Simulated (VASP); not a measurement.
Hf5F:

```
CELL_PARAMETERS angstrom
3.01832 0.00000 0.00000
0.00000 3.01832 0.00000
0.00000 0.00000 12.78552
ATOMIC_POSITIONS crystal
Hf 0.50000 0.50000 0.33448
Hf 0.50000 0.50000 0.66552
Hf 0.00000 0.00000 0.17599
Hf 0.00000 0.00000 0.82401
Hf 0.00000 0.00000 0.50000
F 0.50000 0.50000 0.00000
```

The cell was generated, and may not be a known phase.

| Item | Value |
| --- | --- |
| Program | VASP 6.6.1 |
| Task | relaxation of cell and atoms |
| Functional | PBE |
| Potentials or basis | VASP PAW PBE potentials, release 64 (Hf_pv, F) |
| Cutoff | 600 eV |
| k mesh | 6 × 6 × 2 |
| Occupations | gaussian, width 0.1 eV |
| Spin | no spin polarisation |

At the start: pressure 10.9 GPa; volume 19.41 Å³/atom.

Task: Where does the relaxation end?

Result: Over 17 steps the energy falls by 158.4 meV/atom and the volume is 20.16 Å³/atom (+3.8 %); space group P4/mmm (No. 123, to 0.1 Å) before and after.

Step by step:
```csv
step,energy change (eV),largest force (eV/Å),pressure (GPa),volume (Å³)
1,0.0000,1.8265,10.85,116.48
2,-0.1634,0.8511,-8.17,140.06
3,-0.4733,0.6442,-1.12,128.79
4,-0.4734,0.6638,-0.93,128.54
5,-0.5589,0.6548,-0.75,127.60
6,-0.7401,0.6931,0.08,124.78
7,-0.7754,0.8716,3.08,119.03
8,-0.8149,0.8326,1.56,121.46
9,-0.8766,0.5601,0.36,122.14
10,-0.9200,0.0181,-1.80,123.46
11,-0.9204,0.0422,-1.59,123.33
12,-0.9404,0.0433,-0.48,121.63
13,-0.9433,0.0884,0.14,120.73
14,-0.9455,0.0833,0.04,120.89
15,-0.9492,0.0734,-0.26,121.37
16,-0.9496,0.0708,-0.39,121.56
17,-0.9505,0.0077,0.25,120.93
```

Final structure:
```
Hf F
1.0
     3.09526    0.00000    0.00000
     0.00000    3.09526    0.00000
     0.00000    0.00000   12.62287
Hf F
5 1
Direct
  0.50000 0.50000 0.31257
  0.50000 0.50000 0.68743
  0.00000 0.00000 0.14278
  0.00000 0.00000 0.85722
  0.00000 0.00000 0.50000
  0.50000 0.50000 0.00000
```

Caveat: an odd number of electrons without spin polarisation forces a metal; a magnetic or distorted state may lie lower.
